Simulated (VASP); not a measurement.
# Be16HS16 (a cell with a defect) in VASP: notebook

Runs on Be16HS16 (a cell with a defect). Level: PBEsol. Tasks: single point.

Program: VASP 6.6.1. These are calculated values, not measurements. Logs are shortened: lines on timing, memory, paths and dates and some standing lists are left out, and cuts for length are marked.

### Step 1. The cell of the first run

The cell holds a defect, 33 atoms: a = 8.379 Å, b = 8.379 Å, c = 8.379 Å, α = 109.47°, β = 109.47°, γ = 109.47°.

### Step 2. Single point, PBEsol

File INCAR:

```
ALGO = Normal
EDIFF = 1E-6
ENCUT = 520
GGA = PS
ISIF = 2
ISMEAR = 0
LASPH = True
LCHARG = False
LREAL = Auto
LWAVE = False
NBANDS = 86
NELECT = 128.0
NELM = 100
PREC = Accurate
SIGMA = 0.02
```

File KPOINTS:

```
Automatic mesh
0
Gamma
  2 2 2
  0.5 0.5 0.5
```

File POSCAR:

```
Be16HS16
1.0
   -4.8377076239     -4.8377076239      4.8377076239
    4.8377076239     -4.8377076239     -4.8377076239
    4.8377076239      4.8377076239      4.8377076239
Be S H
16 16 1
Direct
   -0.0010250723      0.7503397853      0.2509247343
    0.7473141788      0.7463623850      0.4935253814
    0.2548421889      0.5178169486      0.2555941979
   -0.0018563544      0.4982456956      0.4982416647
    0.7473120083      0.4935289988      0.7463555636
    0.4951877390      0.7456373515      0.7456314603
    0.2521238559      0.7468617951     -0.0036355029
    0.7510702966      0.9979674001      0.2519982799
    0.5047141518      0.2425024601      0.2424922280
    0.2548276159      0.2555882034      0.5177957609
   -0.0010243488      0.2509275248      0.7503375115
    0.7510719503      0.2520035510     -0.0020375353
    0.5009251671      0.4996716809      0.0023165931
    0.5009257873      0.0023273420      0.4996671333
    0.2521222023     -0.0036315754      0.7468568340
   -0.0577049135     -0.0665567300     -0.0665533193
    0.2485330023      0.7471514984      0.7471471575
    0.0003028294      0.7423200779     -0.0025982347
    0.5045993247      0.5034096083      0.7565061357
    0.2503656885      0.4983188707      0.0000762758
   -0.0004705741      0.5005451318      0.2498192520
    0.7497686471      0.7486552065      0.2484099068
    0.5046062494      0.7565223624      0.5034104351
    0.0003031394     -0.0025952375      0.7423215248
    0.7497698873      0.2484164182      0.7486513823
    0.4992931958      0.2472501633     -0.0034240391
    0.2727663808      0.2806585485      0.2806502802
   -0.0004739848      0.2498219392      0.5005408942
    0.7451694646      0.4963114117      0.4963058305
    0.7488738017     -0.0010309635     -0.0010349943
    0.4992916455     -0.0034153573      0.2472442721
    0.2503636214      0.0000796865      0.4983138063
    0.0728944425      0.1564040365      0.1563374761
```

Potentials or basis: VASP PAW PBE potentials, release 64 (Be, S, H).

On the command line:

```
$ cat potpaw_PBE.64/Be/POTCAR potpaw_PBE.64/S/POTCAR potpaw_PBE.64/H/POTCAR > POTCAR
$ mpirun -np 1 vasp_std > vasp.out
```

OUTCAR:

```text
EDIFF = 1E-6
   ENCUT = 520
   GGA = PS
   ISIF = 2
   ISMEAR = 0
   LASPH = True
   LREAL = Auto
   NELECT = 128.0
   NELM = 100
   PREC = Accurate

 ion  position               nearest neighbor table
   1  0.999  0.750  0.251-  22 2.08  32 2.09  21 2.09  18 2.11
   2  0.747  0.746  0.494-  22 2.07  23 2.09  29 2.10  24 2.10
   3  0.255  0.518  0.256-  23 2.06  21 2.08  20 2.08  27 2.11
   4  0.998  0.498  0.498-  17 2.09  21 2.09  28 2.09  29 2.11
   5  0.747  0.494  0.746-  25 2.07  19 2.09  29 2.10  18 2.10
   6  0.495  0.746  0.746-  17 2.08  23 2.09  19 2.09  30 2.12
   7  0.252  0.747  0.996-  17 2.08  20 2.09  31 2.09  18 2.10
   8  0.751  0.998  0.252-  22 2.08  28 2.09  31 2.09  30 2.12
   9  0.505  0.243  0.242-  26 2.06  31 2.06  29 2.09  27 2.18
  10  0.255  0.256  0.518-  19 2.06  28 2.08  32 2.08  27 2.11
  11  0.999  0.251  0.750-  25 2.08  20 2.09  28 2.09  24 2.11
  12  0.751  0.252  0.998-  25 2.08  21 2.09  26 2.09  30 2.12
  13  0.501  0.500  0.002-  22 2.08  19 2.08  20 2.09  26 2.09
  14  0.501  0.002  0.500-  25 2.08  23 2.08  32 2.09  31 2.09
  15  0.252  0.996  0.747-  17 2.08  32 2.09  26 2.09  24 2.10
  16  0.942  0.933  0.933-  18 2.00  24 2.00  30 2.05
  17  0.249  0.747  0.747-   6 2.08   7 2.08  15 2.08   4 2.09
  18  0.000  0.742  0.997-  16 2.00   7 2.10   5 2.10   1 2.11
  19  0.505  0.503  0.757-  10 2.06  13 2.08   6 2.09   5 2.09
  20  0.250  0.498  0.000-   3 2.08   7 2.09  13 2.09  11 2.09
  21  1.000  0.501  0.250-   3 2.08   1 2.09  12 2.09   4 2.09
  22  0.750  0.749  0.248-   2 2.07   8 2.08   1 2.08  13 2.08
[... 8 lines left out ...]
  31  0.499  0.997  0.247-   9 2.06   7 2.09   8 2.09  14 2.09
  32  0.250  0.000  0.498-  10 2.08  15 2.09  14 2.09   1 2.09
  33  0.073  0.156  0.156-  27 1.39

  LATTYP: Found a body centered cubic cell.
 ALAT       =     9.6754152478

  Lattice vectors:

 A1 = (  -4.8377076239,  -4.8377076239,   4.8377076239)
 A2 = (   4.8377076239,  -4.8377076239,  -4.8377076239)
 A3 = (   4.8377076239,   4.8377076239,   4.8377076239)

Analysis of symmetry for initial positions (statically):
=====================================================================
 Subroutine PRICEL returns:
 Original cell was already a primitive cell.

 Routine SETGRP: Setting up the symmetry group for a
 body centered cubic supercell.

 Subroutine GETGRP returns: Found  1 space group operations
 (whereof  1 operations were pure point group operations)
 out of a pool of 48 trial point group operations.

The static configuration has the point symmetry C_1 .

Analysis of symmetry for dynamics (positions and initial velocities):
=====================================================================
 Subroutine PRICEL returns:
 Original cell was already a primitive cell.

 Routine SETGRP: Setting up the symmetry group for a
 body centered cubic supercell.

 Subroutine GETGRP returns: Found  1 space group operations
 (whereof  1 operations were pure point group operations)
 out of a pool of 48 trial point group operations.

The dynamic configuration has the point symmetry C_1 .

 Subroutine INISYM returns: Found  1 space group operations
 (whereof  1 operations are pure point group operations),
 and found     1 'primitive' translations

----------------------------------------------------------------------------------------

                                     Primitive cell

  volume of cell :     452.8755

  direct lattice vectors                    reciprocal lattice vectors
    -4.837707624 -4.837707624  4.837707624     0.000000000 -0.103354737  0.103354737
     4.837707624 -4.837707624 -4.837707624     0.103354737 -0.103354737  0.000000000
     4.837707624  4.837707624  4.837707624     0.103354737  0.000000000  0.103354737

  length of vectors
     8.379155397  8.379155397  8.379155397     0.146165671  0.146165671  0.146165671

  position of ions in fractional coordinates (direct lattice)
     0.998974928  0.750339785  0.250924734
     0.747314179  0.746362385  0.493525381
     0.254842189  0.517816949  0.255594198
     0.998143646  0.498245696  0.498241665
     0.747312008  0.493528999  0.746355564
     0.495187739  0.745637352  0.745631460
[... 25 lines left out ...]
     0.250363621  0.000079687  0.498313806
     0.072894443  0.156404036  0.156337476

  ion indices of the primitive-cell ions
   primitive index   ion index
                 1           1
                 2           2
                 3           3
                 4           4
                 5           5
                 6           6
[... 25 lines left out ...]
                32          32
                33          33

----------------------------------------------------------------------------------------

 KPOINTS: Automatic mesh

Automatic generation of k-mesh.
 Grid dimensions read from file:
 generate k-points for:    2    2    2

 Generating k-lattice:

  Cartesian coordinates                     Fractional coordinates (reciprocal lattice)
     0.000000000 -0.051677369  0.051677369     0.500000000  0.000000000  0.000000000
     0.051677369 -0.051677369  0.000000000     0.000000000  0.500000000  0.000000000
     0.051677369  0.000000000  0.051677369     0.000000000  0.000000000  0.500000000

  Length of vectors
     0.073082836  0.073082836  0.073082836

  Shift w.r.t. Gamma in fractional coordinates (k-lattice)
     0.500000000  0.500000000  0.500000000

 Subroutine IBZKPT returns following result:
 ===========================================

 Found      4 irreducible k-points:

 Following reciprocal coordinates:
            Coordinates               Weight
  0.250000  0.250000  0.250000      2.000000
 -0.250000  0.250000  0.250000      2.000000
  0.250000 -0.250000  0.250000      2.000000
  0.250000  0.250000 -0.250000      2.000000
   k-points           NKPTS =      4   k-points in BZ     NKDIM =      4   number of bands    NBANDS=     86
   number of dos      NEDOS =    301   number of ions     NIONS =     33
   total plane-waves  NPLWV = 262144
   dimension x,y,z NGX =    64 NGY =   64 NGZ =   64
   dimension x,y,z NGXF=   128 NGYF=  128 NGZF=  128
   ions per type =              16  16   1
   NGX,Y,Z   is equivalent  to a cutoff of  12.70, 12.70, 12.70 a.u.
   NGXF,Y,Z  is equivalent  to a cutoff of  25.40, 25.40, 25.40 a.u.
 SYSTEM =  unknown system
   PREC   = accura    normal or accurate (medium, high low for compatibility)
   ISTART =      0    job   : 0-new  1-cont  2-samecut
   ICHARG =      2    charge: 1-file 2-atom 10-const
   ISPIN  =      1    spin polarized calculation?
   LNONCOLLINEAR =      F non collinear calculations
   LSORBIT =      F    spin-orbit coupling
   LASPH  =      T    aspherical Exc in radial PAW
   ENCUT  =  520.0 eV  38.22 Ry    6.18 a.u.  15.58 15.58 15.58*2*pi/ulx,y,z
   NELM   =    100;   NELMIN=  2; NELMDL= -5     # of ELM steps
   EDIFF  = 0.1E-05   stopping-criterion for ELM
   LREAL  =      T    real-space projection
   EDIFFG = 0.1E-04   stopping-criterion for IOM
   NSW    =      0    number of steps for IOM
   IBRION =     -1    ionic relax: 0-MD 1-quasi-New 2-CG
   NFREE  =      0    steps in history (QN), initial steepest desc. (CG)
   ISIF   =      2    stress and relaxation
   ISYM   =      2    0-nonsym 1-usesym 2-fastsym
   POTIM  = 0.5000    time-step for ionic-motion
   TEBEG  =    0.0;   TEEND  =   0.0 temperature during run
   PSTRESS=    0.0 pullay stress
   NELECT =     128.0000    total number of electrons
   NUPDOWN=      -1.0000    fix difference up-down
   EMIN   =  10.00;   EMAX   =-10.00  energy-range for DOS
   EFERMI =   0.00;   METHOD = LEGACY
   ISMEAR =     0;   SIGMA  =   0.02  broadening in eV -4-tet -1-fermi 0-gaus
   EFERMI_NEDOS =   21; number of points for ismear=-14 and -15
   IALGO  =     38    algorithm
   IMIX   =      4    mixing-type and parameters
     AMIX     =   0.40;   BMIX     =  1.00
     AMIX_MAG =   1.60;   BMIX_MAG =  1.00
  volume/ion in A,a.u.               =      13.72        92.61
  Fermi-wavevector in a.u.,A,eV,Ry     =   1.074365  2.030256 15.704664  1.154260
  Thomas-Fermi vector in A             =   2.210191
   LORBIT       =      0    0 simple, 1 ext, 2 COOP (PROOUT), +10 PAW based schemes
   GGA     = PS    functional components
   LHFCALC =     F    Hartree Fock is set to
   AEXX    =    0.0000 exact exchange contribution
   IVDW    =     0    specifies the selected vdW correction
   LEPSILON=     F    determine dielectric tensor
   LRPA    =     F    only Hartree local field effects (RPA)
 non-spin polarized calculation
 Gauss-broadening in eV      SIGMA  =   0.02
  energy-cutoff  :      520.00
  volume of cell :      452.88
 maximum number of plane-waves:     12232
 NGX is ok and might be reduce to    64
   NGX = 31   NGY = 31   NGZ = 31

 number of electron     127.9999990 magnetization

 Free energy of the ion-electron system (eV)
  ---------------------------------------------------
  ext. energy  EPLUGINS =         0.00000000
  ---------------------------------------------------
  free energy    TOTEN  =      -176.37549295 eV

  energy without entropy =     -176.37549295  energy(sigma->0) =     -176.37549295

 E-fermi :   3.8154     XC(G=0):  -9.9232

 val. band max:        3.6928494329   @ k =   0.2500   0.2500   0.2500
 cond. band min:       7.2369001619   @ k =  -0.2500   0.2500   0.2500
 fundamental gap:      3.5440507291
 Fermi energy:         3.8153527343

 k-point     1 :       0.2500    0.2500    0.2500
  band No.  band energies     occupation
      1      -9.5712      2.00000
      2      -8.8871      2.00000
      3      -8.8072      2.00000
      4      -8.8068      2.00000
      5      -8.2372      2.00000
      6      -7.8120      2.00000
[... 68 lines left out ...]
     75       9.0122      0.00000
     76       9.0538      0.00000

 k-point     2 :      -0.2500    0.2500    0.2500
  band No.  band energies     occupation
      1      -9.6422      2.00000
      2      -8.9686      2.00000
      3      -8.5209      2.00000
      4      -8.4309      2.00000
      5      -8.3734      2.00000
      6      -8.1158      2.00000
[... 68 lines left out ...]
     75       9.8641      0.00000
     76       9.9368      0.00000

 k-point     3 :       0.2500   -0.2500    0.2500
  band No.  band energies     occupation
      1      -9.6377      2.00000
      2      -8.9930      2.00000
      3      -8.4906      2.00000
      4      -8.4378      2.00000
      5      -8.3678      2.00000
      6      -8.1150      2.00000
[... 68 lines left out ...]
     75       9.8692      0.00000
     76       9.9980      0.00000

 k-point     4 :       0.2500    0.2500   -0.2500
  band No.  band energies     occupation
      1      -9.6377      2.00000
      2      -8.9930      2.00000
      3      -8.4906      2.00000
      4      -8.4378      2.00000
      5      -8.3678      2.00000
      6      -8.1150      2.00000
[... 68 lines left out ...]
     75       9.8692      0.00000
     76       9.9980      0.00000
 [bands above 76 left out]

------------------------ aborting loop because EDIFF is reached ----------------------------------------

  FORCE on cell =-STRESS in cart. coord.  units (eV):
  Direction    XX          YY          ZZ          XY          YZ          ZX
  --------------------------------------------------------------------------------------
  -------------------------------------------------------------------------------------
  Total       -3.6531820     -5.6908364     -5.6921540     -1.4888638      0.3979459      1.4879677
  in kB      -12.9241814    -20.1329698    -20.1376311     -5.2672835      1.4078479      5.2641135
  external PRESSURE =     -17.7315941 kB  Pullay stress =       0.0000000 kB

 VOLUME and BASIS-vectors are now :
 -----------------------------------------------------------------------------
  energy-cutoff  :      520.00
  volume of cell :      452.88
      direct lattice vectors                 reciprocal lattice vectors
    -4.837707624 -4.837707624  4.837707624     0.000000000 -0.103354737  0.103354737
     4.837707624 -4.837707624 -4.837707624     0.103354737 -0.103354737  0.000000000
     4.837707624  4.837707624  4.837707624     0.103354737  0.000000000  0.103354737

 POSITION                                       TOTAL-FORCE (eV/Angst)
 -----------------------------------------------------------------------------------
      0.01108     -7.24877      2.41672         0.000451      0.002373      0.000535
      2.38293     -4.83844      2.39214         0.001452      0.000091     -0.001208
      2.50868     -2.50141     -0.03571         0.011137     -0.007583     -0.002080
     -0.00801     -4.82875      4.82871         0.002468      0.003204     -0.003166
      2.38292     -2.39218      4.83838         0.001431      0.001214     -0.000025
      4.81875     -2.39560      2.39555         0.008712      0.000582     -0.000580
[... 25 lines left out ...]
      1.19990      1.19912      3.62150         0.000382     -0.002221     -0.003717
      1.16031     -0.35296      0.35232        -0.048104     -0.078898      0.079219
 -----------------------------------------------------------------------------------
    total drift:                               -0.011561      0.006924     -0.007041

  FREE ENERGIE OF THE ION-ELECTRON SYSTEM (eV)
  ---------------------------------------------------
  free  energy   TOTEN  =      -176.3754929456 eV

  energy  without entropy=     -176.3754929456  energy(sigma->0) =     -176.37549295
```

It took 3.8 min on 1 thread of AMD EPYC 9R45 (Zen 5), shared host; peak memory 0.56 GiB.

Results:

| Property | Result |
| --- | --- |
| Free energy | -176.3755 eV |
| Largest force | 0.122 eV/Å |

Forces in eV/Å, atoms in the order of the input:
```
Be   0.000  0.002  0.001
Be   0.001  0.000 -0.001
Be   0.011 -0.008 -0.002
Be   0.002  0.003 -0.003
Be   0.001  0.001  0.000
Be   0.009  0.001 -0.001
Be   0.000 -0.001 -0.001
Be  -0.002 -0.002 -0.001
Be   0.003  0.001 -0.001
Be   0.011  0.002  0.008
Be   0.000 -0.001 -0.002
Be  -0.002  0.001  0.002
Be   0.005  0.005  0.000
Be   0.005  0.000 -0.005
Be   0.000  0.001  0.001
Be  -0.031  0.053 -0.054
S    0.002  0.007 -0.007
S    0.001  0.002  0.003
S    0.011 -0.001  0.008
S    0.000  0.004  0.002
S    0.000  0.002 -0.002
S   -0.003  0.001 -0.002
S    0.011 -0.008  0.001
S    0.001 -0.003 -0.002
S   -0.003  0.002 -0.001
S    0.002  0.001 -0.003
S    0.006  0.004 -0.005
S    0.000  0.002 -0.002
S    0.001 -0.001  0.001
S    0.002  0.006 -0.007
S    0.002  0.003 -0.001
S    0.000 -0.002 -0.004
H   -0.048 -0.079  0.079
```

Caveat: the cell carries a net charge on a neutralising background, which shifts energy and pressure; the cell is charged against a uniform background, so pressure and absolute levels hang on convention; the PAW data sets were made with another functional, which shifts forces and pressure a little.

### Step 3. Single point, PBEsol

File INCAR:

```
SYSTEM = Be16HS16
PREC = Accurate ; ENCUT = 520
EDIFF = 1E-7 ; ISMEAR = 0
SIGMA = 0.02 ; LREAL = Auto
LASPH = .TRUE. ; NELM = 100
ALGO = Normal ; ISIF = 2
LWAVE = .FALSE. ; LCHARG = .FALSE.
GGA = PS ; NELECT = 128.0
NBANDS = 86
```

KPOINTS is that of step 2.

File POSCAR:

```
Be16HS16
1.0
   -4.8377076239     -4.8377076239      4.8377076239
    4.8377076239     -4.8377076239     -4.8377076239
    4.8377076239      4.8377076239      4.8377076239
Be S H
16 16 1
Direct
   -0.0014044875      0.7506534670      0.2520279427
    0.7475276063      0.7476433636      0.4936869248
    0.2551137018      0.5182946542      0.2561584115
    0.0000875415      0.4995491022      0.4995655356
    0.7475171675      0.4936651170      0.7476328214
    0.4943877733      0.7476131840      0.7476108068
    0.2522209060      0.7489307502     -0.0022487924
    0.7508375417      0.9985173507      0.2524355738
    0.5093244966      0.2483045883      0.2482948730
    0.2549769634      0.2560298382      0.5181355912
   -0.0013991131      0.2520016906      0.7506879874
    0.7508796071      0.2524244115     -0.0014536844
    0.5004881833      0.5002271092      0.0031277211
    0.5005048234      0.0031777447      0.5002489171
    0.2522029223     -0.0022791787      0.7489270294
   -0.0801047790     -0.0843696089     -0.0842909559
    0.2482453661      0.7484110826      0.7484279294
   -0.0004704708      0.7433055653     -0.0015501143
    0.5045892993      0.5045670780      0.7575159114
    0.2500961393      0.4995868266      0.0007464279
   -0.0000742087      0.5006896217      0.2503735435
    0.7493575019      0.7491675359      0.2487678243
    0.5046695025      0.7576356996      0.5046484182
   -0.0004655097     -0.0015768832      0.7433701620
    0.7493729018      0.2487777463      0.7491980255
    0.4997998407      0.2488254962     -0.0013160159
    0.2843139989      0.2882783765      0.2882287663
   -0.0001143103      0.2503367492      0.5007016108
    0.7503981808      0.5004202792      0.5004192457
    0.7469933656     -0.0006707722     -0.0006444168
    0.4997856811     -0.0013016496      0.2488337646
    0.2500742281      0.0007177986      0.4995900306
    0.1004427175      0.1426150676      0.1419694106
```

Potentials or basis: VASP PAW PBE potentials, release 64 (Be, S, H).

On the command line:

```
$ cat potpaw_PBE.64/Be/POTCAR potpaw_PBE.64/S/POTCAR potpaw_PBE.64/H/POTCAR > POTCAR
$ mpirun -np 1 vasp_std > vasp.out
```

It took 5.1 min on 1 thread of AMD EPYC 9R45 (Zen 5), shared host; peak memory 0.56 GiB.

It converged, with:

| Property | Result |
| --- | --- |
| Free energy | -176.3958 eV |
| Largest force | 0.068 eV/Å |

Forces in eV/Å, atoms in the order of the input:
```
Be   0.000  0.001  0.001
Be   0.000  0.006  0.003
Be   0.003 -0.002 -0.006
Be   0.001  0.002 -0.002
Be   0.000 -0.003 -0.006
Be  -0.004 -0.001  0.001
Be  -0.002 -0.001  0.001
Be   0.001 -0.001  0.002
Be  -0.003 -0.004  0.003
Be   0.004  0.006  0.002
Be   0.000 -0.002 -0.001
Be   0.001 -0.001 -0.001
Be  -0.001  0.000 -0.001
Be   0.000  0.001  0.001
Be  -0.001 -0.001  0.002
Be  -0.004  0.003 -0.004
S    0.000  0.001 -0.001
S    0.003 -0.004  0.006
S    0.001  0.001  0.003
S   -0.001  0.004  0.004
S    0.003 -0.001  0.000
S   -0.002 -0.002 -0.002
S    0.001 -0.002 -0.001
S    0.003 -0.006  0.004
S   -0.003  0.002  0.002
S   -0.003  0.002 -0.001
S   -0.031  0.042 -0.043
S    0.002  0.001  0.001
S    0.004 -0.003  0.004
S    0.006 -0.001  0.001
S   -0.003  0.002 -0.002
S   -0.001 -0.004 -0.004
H    0.024 -0.035  0.036
```

Levels at points of the mesh, in eV from the Fermi level:
```tsv
k point	band 61	band 62	band 63	band 64	band 65	band 66	band 67	band 68
(0.25, 0.25, 0.25)	-0.17	-0.13	-0.12	-0.12	3.38	4.63	4.88	4.91
```

Caveat: the cell carries a net charge on a neutralising background, which shifts energy and pressure; the cell is charged against a uniform background, so pressure and absolute levels hang on convention; the PAW data sets were made with another functional, which shifts forces and pressure a little.
